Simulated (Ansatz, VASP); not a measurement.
## Two plane-wave programs on GaSb

```xyz
2
Lattice="0.0000 3.0686 3.0686 3.0686 0.0000 3.0686 3.0686 3.0686 0.0000" Properties=species:S:1:pos:R:3 pbc="T T T"
Ga    0.0000    0.0000    0.0000
Sb    1.5343    1.5343    1.5343
```

Alike in both runs: task single point; functional PBEsol; k mesh 6 × 6 × 6; occupations gaussian, width 0.1 eV; no spin polarisation.

|  | VASP | Ansatz |
| --- | --- | --- |
| version | VASP 6.6.1 | Ansatz 0.2.0 |
| potentials or method | VASP PAW PBE potentials, release 64 (Ga_d, Sb), cutoff 520 eV | scalar-relativistic, plane waves, PAW |
| valence electrons in the cell | 18 | 28 |

```csv
,VASP,Ansatz,Ansatz less VASP
gap on the k mesh at the Fermi level (eV),none,none,-
pressure (GPa),-0.4,-0.5,-0.08
```

VASP's potentials were made for PBE, not for PBEsol, and Ansatz warns of the same on its side. A gap of «none» marks a metal or a gap that the smearing closes. VASP's potentials hold 18 valence electrons a cell and Ansatz's 28, so a difference there can come from the potentials and not from the codes.

Neither program's run includes spin-orbit coupling.
